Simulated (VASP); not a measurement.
**W3C: relaxation of the atoms with PBE**

W3C, a slab with vacuum:

```xyz
4
Lattice="2.8546 0.0000 0.0000 -1.4273 2.4722 0.0000 0.0000 0.0000 20.1971" Properties=species:S:1:pos:R:3 pbc="T T T"
W     1.4273    0.8241    4.0000
W     0.0000    1.6481    6.3486
W     0.0000    0.0000    8.6971
C    -0.2379    0.4120   10.5709
```

```
Program                   : VASP 6.6.1
Task                      : relaxation of the atoms
Functional                : PBE
Potentials or basis       : VASP PAW PBE potentials, release 64 (W_sv, C)
Cutoff                    : 520 eV
k mesh                    : 9 × 9 × 1
Occupations               : gaussian, width 0.1 eV
Spin                      : no spin polarisation
Dipole correction         : yes
Atoms held fixed (from 0) : [0, 1, 2, 3]
Further INCAR settings    : ALGO = Fast; EDIFF = 1e-07; IBRION = 2; EDIFFG = -0.025; NSW = 36
```

| Item | Value |
| --- | --- |
| Energy gained by relaxing | 4.3 meV/atom |
| Ionic steps | 3 |
| Band gap on the k mesh | zero (bands 23 and 24 overlap by 0.82 eV) |

Step by step:
```
step  energy change (eV)  largest force on free atoms (eV/Å)  pressure (GPa)
   1              0.0000                              0.7075           -3.57
   2             -0.0158                              0.2050           -2.97
   3             -0.0171                              0.0001           -2.73
```

Final structure:
```cif
data_structure
_symmetry_space_group_name_H-M 'P 1'
_symmetry_Int_Tables_number 1
_cell_length_a 2.8546
_cell_length_b 2.8546
_cell_length_c 20.1971
_cell_angle_alpha 90.000
_cell_angle_beta 90.000
_cell_angle_gamma 120.000
_cell_volume 142.53
loop_
_atom_site_label
_atom_site_type_symbol
_atom_site_fract_x
_atom_site_fract_y
_atom_site_fract_z
_atom_site_occupancy
W1 W 0.66667 0.33333 0.19805 1
W2 W 0.33333 0.66667 0.31433 1
W3 W 0.00000 0.00000 0.43061 1
C1 C 0.00000 0.16667 0.52107 1
```

Levels at points of the mesh, in eV from the Fermi level:
```
           k point  band 21  band 22  band 23  band 24  band 25  band 26
(0.00, 0.00, 0.00)    -0.56    -0.29    -0.24    -0.01     0.01     0.38
```

It took 19 min on 1 thread of Oxide Virtual Turin-like Processor, with other jobs on the host, peak memory 0.34 GiB.

Caveat: spin-orbit coupling is left out, which moves the levels of the heavy elements.
